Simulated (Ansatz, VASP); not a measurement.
# Two plane-wave programs on SiC

```
Si C
1.0
     0.00000    2.17805    2.17805
     2.17805    0.00000    2.17805
     2.17805    2.17805    0.00000
Si C
1 1
Direct
  0.00000 0.00000 0.00000
  0.25000 0.25000 0.25000
```

Alike in both runs: task single point; functional PBE-based screened hybrid with a share of 0.5 of exact exchange and HFSCREEN = 0.1; k mesh 4 × 4 × 4; no spin polarisation.

|  | VASP | Ansatz |
| --- | --- | --- |
| version | VASP 6.6.1 | Ansatz 0.2.0 |
| potentials or method | VASP PAW PBE potentials, release 64 (Si, C_h) | plane waves |
| plane-wave cutoff (eV) | 1000 | 420 |
| occupations | gaussian, width 0.01 eV | fixed |
| valence electrons in the cell | 8 | 8 |

Ansatz gave:

- gap on the k mesh at the Fermi level (eV): 3.87

Problem. Which values does VASP return?

Solution. gap on the k mesh at the Fermi level (eV): 3.96.

VASP's potentials were made for PBE, not for PBE-based screened hybrid. Ansatz's warnings: stress exchange threshold loose, stress scf threshold loose.

The k mesh is coarse, so the values compare programs but aren't converged.
